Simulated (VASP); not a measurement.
Write the native input for VASP 6.6.1 that does the following.

| Item | Value |
| --- | --- |
| Task | single point |
| Functional | LDA |
| Potentials or basis | VASP PAW LDA potentials, release 64 (Rh_pv) |
| Cutoff | 520 eV |
| k mesh | 12 × 12 × 8 |
| Occupations | gaussian, width 0.15 eV |
| Spin | no spin polarisation |
| Dipole correction | no |
| Further INCAR settings | ALGO = Normal; EDIFF = 1e-07; NBANDS = 22 |

The structure of Rh lies in POSCAR:

```
Rh
1.0
    2.6699683996      0.0000000000      0.0000000000
   -1.3349841998      2.3122604613      0.0000000000
    0.0000000000      0.0000000000      4.2988893680
Rh
2
Direct
    0.6666666667      0.3333333333      0.7500000000
    0.3333333333      0.6666666667      0.2500000000
```

One way to write it, as run:

INCAR

```
PREC     = Accurate       # precision mode
ENCUT    = 520            # plane-wave cutoff, eV
EDIFF    = 1E-7           # SCF threshold, eV
ISMEAR   = 0              # smearing method
SIGMA    = 0.15           # smearing width, eV
LREAL    = F              # projectors in reciprocal space
LASPH    = T              # aspherical terms in the spheres
NELM     = 100            # most SCF steps
ALGO     = Normal         # electronic algorithm
ISIF     = 2              # what is computed and relaxed
LWAVE    = F              # write WAVECAR
LCHARG   = F              # write CHGCAR
GGA      = CA             # functional
NBANDS   = 22             # bands
```

KPOINTS

```
Automatic mesh
0
Gamma
  12 12 8
```

Potentials or basis: VASP PAW LDA potentials, release 64 (Rh_pv).

Launch:

```console
$ cat potpaw_LDA.64/Rh_pv/POTCAR > POTCAR
$ mpirun -np 1 vasp_std > vasp.out
```

Results of the run:

* Pressure: 1.0 GPa
* Band gap on the k mesh: zero (band 15 reaches 13.18 eV, above the bottom of band 16 at 10.59 eV)

Wall time 22 s on 1 thread of AMD EPYC 7R13 Processor (Zen 3), on a shared host, peak memory 0.13 GiB.
